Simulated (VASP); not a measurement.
# Be2B3 (R-3c) in VASP: single point with PBE

Aim: the single point of Be2B3 with PBE.

All numbers are computed with VASP 6.6.1; they aren't measurements. Logs are shortened: lines on timing, memory, paths and dates and some standing lists are left out, and cuts for length are marked.

## 1. The cell of the first run

It takes space group R-3c (No. 167, trigonal). Conventional cell: a = 5.368 Å, b = 5.368 Å, c = 8.659 Å, α = 90.00°, β = 90.00°, γ = 120.00°. Be (site symmetry 3) has 9 B at 1.90 to 2.57 Å and 2 Be at 2.09 to 2.24 Å within 2.6 Å. B (site symmetry 2) has 6 Be at 1.90 to 2.57 Å and 6 B at 2.20 to 2.36 Å within 2.6 Å.

## 2. Single point, PBE

File INCAR:

```
PREC = Accurate
ENCUT = 520
EDIFF = 1E-7
ISMEAR = 0
SIGMA = 0.1
LREAL = False
LASPH = True
NELM = 80
ALGO = Normal
ISIF = 2
LWAVE = False
LCHARG = False
GGA = PE
NBANDS = 24
```

File KPOINTS:

```
regular mesh
0
Gamma
  12 12 12
```

File POSCAR:

```
Be2B3
1.0
    2.6837663049      1.5494731986      2.8864346433
   -2.6837663049      1.5494731986      2.8864346433
    0.0000000000     -3.0989463972      2.8864346433
Be B
4 6
Direct
    0.8794270091      0.8794270091      0.8794270091
    0.6205729909      0.6205729909      0.6205729909
    0.1205729909      0.1205729909      0.1205729909
    0.3794270091      0.3794270091      0.3794270091
    0.0539342472      0.4460657528      0.7500000000
    0.7500000000      0.0539342472      0.4460657528
    0.4460657528      0.7500000000      0.0539342472
    0.9460657528      0.5539342472      0.2500000000
    0.2500000000      0.9460657528      0.5539342472
    0.5539342472      0.2500000000      0.9460657528
```

Potentials or basis: VASP PAW PBE potentials, release 64 (Be, B).

On the command line:

```sh
cat potpaw_PBE.64/Be/POTCAR potpaw_PBE.64/B/POTCAR > POTCAR
mpirun -np 1 vasp_std > vasp.out
```

OUTCAR:

```text
PREC = Accurate
   ENCUT = 520
   EDIFF = 1E-7
   ISMEAR = 0
   LREAL = False
   LASPH = True
   NELM = 80
   ISIF = 2
   GGA = PE

 ion  position               nearest neighbor table
   1  0.879  0.879  0.879-  10 1.90   8 1.90   9 1.90   5 1.98   7 1.98   6 1.98   3 2.09   2 2.24

   2  0.621  0.621  0.621-   9 1.90   8 1.90  10 1.90   5 1.98   7 1.98   6 1.98   4 2.09   1 2.24

   3  0.121  0.121  0.121-   7 1.90   5 1.90   6 1.90   8 1.98   9 1.98  10 1.98   1 2.09   4 2.24

   4  0.379  0.379  0.379-   6 1.90   5 1.90   7 1.90   8 1.98   9 1.98  10 1.98   2 2.09   3 2.24

   5  0.054  0.446  0.750-   3 1.90   4 1.90   1 1.98   2 1.98
   6  0.750  0.054  0.446-   4 1.90   3 1.90   1 1.98   2 1.98
   7  0.446  0.750  0.054-   3 1.90   4 1.90   1 1.98   2 1.98
   8  0.946  0.554  0.250-   1 1.90   2 1.90   3 1.98   4 1.98
   9  0.250  0.946  0.554-   2 1.90   1 1.90   3 1.98   4 1.98
  10  0.554  0.250  0.946-   1 1.90   2 1.90   3 1.98   4 1.98

  LATTYP: Found a trigonal (rhomboedric) cell.
 ALAT       =     4.2349703331
 COS(alpha) =     0.1968093524

  Lattice vectors:

 A1 = (   2.6837663049,   1.5494731986,   2.8864346433)
 A2 = (  -2.6837663049,   1.5494731986,   2.8864346433)
 A3 = (   0.0000000000,  -3.0989463972,   2.8864346433)

Analysis of symmetry for initial positions (statically):
=====================================================================
 Subroutine PRICEL returns:
 Original cell was already a primitive cell.

 Routine SETGRP: Setting up the symmetry group for a
 trigonal (rhombohedral) supercell.

 Subroutine GETGRP returns: Found 12 space group operations
 (whereof  6 operations were pure point group operations)
 out of a pool of 12 trial point group operations.

The static configuration has the point symmetry S_6 .
 The point group associated with its full space group is D_3d.

Analysis of symmetry for dynamics (positions and initial velocities):
=====================================================================
 Subroutine PRICEL returns:
 Original cell was already a primitive cell.

 Routine SETGRP: Setting up the symmetry group for a
 trigonal (rhombohedral) supercell.

 Subroutine GETGRP returns: Found 12 space group operations
 (whereof  6 operations were pure point group operations)
 out of a pool of 12 trial point group operations.

The dynamic configuration has the point symmetry S_6 .
 The point group associated with its full space group is D_3d.

 Subroutine INISYM returns: Found 12 space group operations
 (whereof  6 operations are pure point group operations),
 and found     1 'primitive' translations

----------------------------------------------------------------------------------------

                                     Primitive cell

  volume of cell :      72.0181

  direct lattice vectors                    reciprocal lattice vectors
     2.683766305  1.549473199  2.886434643     0.186305342  0.107563440  0.115482723
    -2.683766305  1.549473199  2.886434643    -0.186305342  0.107563440  0.115482723
     0.000000000 -3.098946397  2.886434643     0.000000000 -0.215126879  0.115482723

  length of vectors
     4.234970333  4.234970333  4.234970333     0.244163538  0.244163538  0.244163538

  position of ions in fractional coordinates (direct lattice)
     0.879427009  0.879427009  0.879427009
     0.620572991  0.620572991  0.620572991
     0.120572991  0.120572991  0.120572991
     0.379427009  0.379427009  0.379427009
     0.053934247  0.446065753  0.750000000
     0.750000000  0.053934247  0.446065753
     0.446065753  0.750000000  0.053934247
     0.946065753  0.553934247  0.250000000
     0.250000000  0.946065753  0.553934247
     0.553934247  0.250000000  0.946065753

  ion indices of the primitive-cell ions
   primitive index   ion index
                 1           1
                 2           2
                 3           3
                 4           4
                 5           5
                 6           6
                 7           7
                 8           8
                 9           9
                10          10

----------------------------------------------------------------------------------------

 KPOINTS: regular mesh

Automatic generation of k-mesh.
 Grid dimensions read from file:
 generate k-points for:   12   12   12

 Generating k-lattice:

  Cartesian coordinates                     Fractional coordinates (reciprocal lattice)
     0.015525445  0.008963620  0.009623560     0.083333333 -0.000000000  0.000000000
    -0.015525445  0.008963620  0.009623560    -0.000000000  0.083333333  0.000000000
     0.000000000 -0.017927240  0.009623560     0.000000000  0.000000000  0.083333333

  Length of vectors
     0.020346962  0.020346962  0.020346962

  Shift w.r.t. Gamma in fractional coordinates (k-lattice)
     0.000000000  0.000000000  0.000000000

 Subroutine IBZKPT returns following result:
 ===========================================

 Found    189 irreducible k-points:

 Following reciprocal coordinates:
            Coordinates               Weight
  0.000000  0.000000  0.000000      1.000000
  0.083333  0.000000 -0.000000      6.000000
  0.166667  0.000000  0.000000      6.000000
  0.250000  0.000000  0.000000      6.000000
  0.333333 -0.000000  0.000000      6.000000
  0.416667  0.000000  0.000000      6.000000
[... 16 lines left out ...]
  0.500000  0.166667  0.000000     12.000000
 -0.416667  0.166667  0.000000     12.000000
 [... further k-points ...]
   k-points           NKPTS =    189   k-points in BZ     NKDIM =    189   number of bands    NBANDS=     24
   number of dos      NEDOS =    301   number of ions     NIONS =     10
   total plane-waves  NPLWV =  32768
   dimension x,y,z NGX =    32 NGY =   32 NGZ =   32
   dimension x,y,z NGXF=    64 NGYF=   64 NGZF=   64
   ions per type =               4   6
   NGX,Y,Z   is equivalent  to a cutoff of  12.56, 12.56, 12.56 a.u.
   NGXF,Y,Z  is equivalent  to a cutoff of  25.12, 25.12, 25.12 a.u.
 SYSTEM =  unknown system
   PREC   = accura    normal or accurate (medium, high low for compatibility)
   ISTART =      0    job   : 0-new  1-cont  2-samecut
   ICHARG =      2    charge: 1-file 2-atom 10-const
   ISPIN  =      1    spin polarized calculation?
   LNONCOLLINEAR =      F non collinear calculations
   LSORBIT =      F    spin-orbit coupling
   LASPH  =      T    aspherical Exc in radial PAW
   ENCUT  =  520.0 eV  38.22 Ry    6.18 a.u.   7.87  7.87  7.87*2*pi/ulx,y,z
   NELM   =     80;   NELMIN=  2; NELMDL= -5     # of ELM steps
   EDIFF  = 0.1E-06   stopping-criterion for ELM
   LREAL  =      F    real-space projection
   EDIFFG = 0.1E-05   stopping-criterion for IOM
   NSW    =      0    number of steps for IOM
   IBRION =     -1    ionic relax: 0-MD 1-quasi-New 2-CG
   NFREE  =      0    steps in history (QN), initial steepest desc. (CG)
   ISIF   =      2    stress and relaxation
   ISYM   =      2    0-nonsym 1-usesym 2-fastsym
   POTIM  = 0.5000    time-step for ionic-motion
   TEBEG  =    0.0;   TEEND  =   0.0 temperature during run
   PSTRESS=    0.0 pullay stress
   NELECT =      26.0000    total number of electrons
   NUPDOWN=      -1.0000    fix difference up-down
   EMIN   =  10.00;   EMAX   =-10.00  energy-range for DOS
   EFERMI =   0.00;   METHOD = LEGACY
   ISMEAR =     0;   SIGMA  =   0.10  broadening in eV -4-tet -1-fermi 0-gaus
   EFERMI_NEDOS =   21; number of points for ismear=-14 and -15
   IALGO  =     38    algorithm
   IMIX   =      4    mixing-type and parameters
     AMIX     =   0.40;   BMIX     =  1.00
     AMIX_MAG =   1.60;   BMIX_MAG =  1.00
  volume/ion in A,a.u.               =       7.20        48.60
  Fermi-wavevector in a.u.,A,eV,Ry     =   1.165696  2.202846 18.488243  1.358848
  Thomas-Fermi vector in A             =   2.302219
   LORBIT       =      0    0 simple, 1 ext, 2 COOP (PROOUT), +10 PAW based schemes
   GGA     = PE    functional components
   LHFCALC =     F    Hartree Fock is set to
   AEXX    =    0.0000 exact exchange contribution
   IVDW    =     0    specifies the selected vdW correction
   LEPSILON=     F    determine dielectric tensor
   LRPA    =     F    only Hartree local field effects (RPA)
 non-spin polarized calculation
 Gauss-broadening in eV      SIGMA  =   0.10
  energy-cutoff  :      520.00
  volume of cell :       72.02
 maximum number of plane-waves:      1955
   NGX = 15   NGY = 15   NGZ = 15

 number of electron      26.0000000 magnetization

 Free energy of the ion-electron system (eV)
  ---------------------------------------------------
  ext. energy  EPLUGINS =         0.00000000
  ---------------------------------------------------
  free energy    TOTEN  =       -45.71122802 eV

  energy without entropy =      -45.69679305  energy(sigma->0) =      -45.70401054

 E-fermi :   7.2444     XC(G=0): -11.6227

 val. band max:        7.2437574031   @ k =  -0.3333   0.4167   0.1667
 cond. band min:       7.2522012109   @ k =   0.5000   0.5000   0.3333
 fundamental gap:      0.0084438078
 Fermi energy:         7.2444393375

 k-point     1 :       0.0000    0.0000    0.0000
  band No.  band energies     occupation
      1      -7.1037      2.00000
      2      -0.8978      2.00000
      3      -0.8978      2.00000
      4      -0.4213      2.00000
      5      -0.4213      2.00000
      6       0.2794      2.00000
[... 16 lines left out ...]
     23      15.5030      0.00000
     24      15.5030      0.00000

 k-point     2 :       0.0833    0.0000   -0.0000
  band No.  band energies     occupation
      1      -7.0562      2.00000
      2      -1.5594      2.00000
      3      -0.9140      2.00000
      4      -0.3098      2.00000
      5      -0.1361      2.00000
      6       0.5450      2.00000
[... 16 lines left out ...]
     23      15.1412      0.00000
     24      15.4464      0.00000

 k-point     3 :       0.1667    0.0000    0.0000
  band No.  band energies     occupation
      1      -6.9136      2.00000
      2      -2.4500      2.00000
      3      -0.9101      2.00000
      4      -0.0285      2.00000
      5      -0.0093      2.00000
      6       0.9625      2.00000
[... 16 lines left out ...]
     23      15.0750      0.00000
     24      15.4097      0.00000

 k-point     4 :       0.2500    0.0000    0.0000
  band No.  band energies     occupation
      1      -6.6762      2.00000
      2      -3.3044      2.00000
      3      -0.8366      2.00000
      4       0.0999      2.00000
      5       0.3702      2.00000
      6       1.2919      2.00000
[... 16 lines left out ...]
     23      14.3165      0.00000
     24      15.5516      0.00000

 k-point     5 :       0.3333   -0.0000    0.0000
  band No.  band energies     occupation
      1      -6.3441      2.00000
      2      -4.0876      2.00000
      3      -0.6791      2.00000
      4       0.2186      2.00000
      5       0.8639      2.00000
      6       1.0381      2.00000
[... 451 lines left out ...]
 k-point    22 :       0.4167    0.1667    0.0000
  band No.  band energies     occupation
      1      -5.8745      2.00000
      2      -4.4167      2.00000
      3      -1.0929      2.00000
      4      -0.6388      2.00000
      5      -0.0043      2.00000
      6       1.6864      2.00000
[... 16 lines left out ...]
     23      13.4445      0.00000
     24      13.7791      0.00000

 k-point    23 :       0.5000    0.1667    0.0000
  band No.  band energies     occupation
      1      -5.3838      2.00000
      2      -5.0454      2.00000
      3      -1.5553      2.00000
      4      -0.2308      2.00000
      5       0.4958      2.00000
      6       1.3603      2.00000
[... 16 lines left out ...]
     23      13.1755      0.00000
     24      13.7880      0.00000

 k-point    24 :      -0.4167    0.1667    0.0000
  band No.  band energies     occupation
      1      -5.5879      2.00000
      2      -4.8013      2.00000
      3      -1.9258      2.00000
      4       0.1649      2.00000
      5       0.9506      2.00000
      6       1.2639      2.00000
[... 16 lines left out ...]
     23      13.1043      0.00000
     24      14.1768      0.00000

 [... further k-points ...]

------------------------ aborting loop because EDIFF is reached ----------------------------------------

  FORCE on cell =-STRESS in cart. coord.  units (eV):
  Direction    XX          YY          ZZ          XY          YZ          ZX
  --------------------------------------------------------------------------------------
  -------------------------------------------------------------------------------------
  Total        0.0683480      0.0683480      0.0406379      0.0000000      0.0000000      0.0000000
  in kB        1.5205289      1.5205289      0.9040651      0.0000000      0.0000000      0.0000000
  external PRESSURE =       1.3150409 kB  Pullay stress =       0.0000000 kB

 VOLUME and BASIS-vectors are now :
 -----------------------------------------------------------------------------
  energy-cutoff  :      520.00
  volume of cell :       72.02
      direct lattice vectors                 reciprocal lattice vectors
     2.683766305  1.549473199  2.886434643     0.186305342  0.107563440  0.115482723
    -2.683766305  1.549473199  2.886434643    -0.186305342  0.107563440  0.115482723
     0.000000000 -3.098946397  2.886434643     0.000000000 -0.215126879  0.115482723

 POSITION                                       TOTAL-FORCE (eV/Angst)
 -----------------------------------------------------------------------------------
      0.00000      0.00000      7.61523         0.000000      0.000000      0.004695
      0.00000      0.00000      5.37373         0.000000      0.000000     -0.004695
      0.00000      0.00000      1.04408         0.000000      0.000000     -0.004695
      0.00000      0.00000      3.28557         0.000000     -0.000000      0.004695
     -1.05239     -1.54947      3.60804         0.003015      0.000000      0.000000
      1.86808     -0.13666      3.60804        -0.001508      0.002611     -0.000000
     -0.81569      1.68613      3.60804        -0.001508     -0.002611     -0.000000
      1.05239      1.54947      5.05126        -0.003015      0.000000      0.000000
     -1.86808      0.13666      5.05126         0.001508     -0.002611     -0.000000
      0.81569     -1.68613      5.05126         0.001508      0.002611     -0.000000
 -----------------------------------------------------------------------------------
    total drift:                               -0.000000      0.000000      0.000000

  FREE ENERGIE OF THE ION-ELECTRON SYSTEM (eV)
  ---------------------------------------------------
  free  energy   TOTEN  =       -45.7112280235 eV

  energy  without entropy=      -45.6967930543  energy(sigma->0) =      -45.70401054
```

Wall time 96 s (1 thread of Intel Xeon 6975P-C (Granite Rapids), shared host); peak memory 0.34 GiB.

Results:

```
Free energy            : -45.7112 eV
Pressure               : 0.1 GPa
Largest force          : 0.005 eV/Å
Band gap on the k mesh : zero (bands 13 and 14 overlap by 2.72 eV)
```

Forces on the atoms (eV/Å):
```
Be   0.000  0.000  0.005
Be   0.000  0.000 -0.005
Be   0.000  0.000 -0.005
Be   0.000  0.000  0.005
B    0.003  0.000  0.000
B   -0.002  0.003  0.000
B   -0.002 -0.003  0.000
B   -0.003  0.000  0.000
B    0.002 -0.003  0.000
B    0.002  0.003  0.000
```
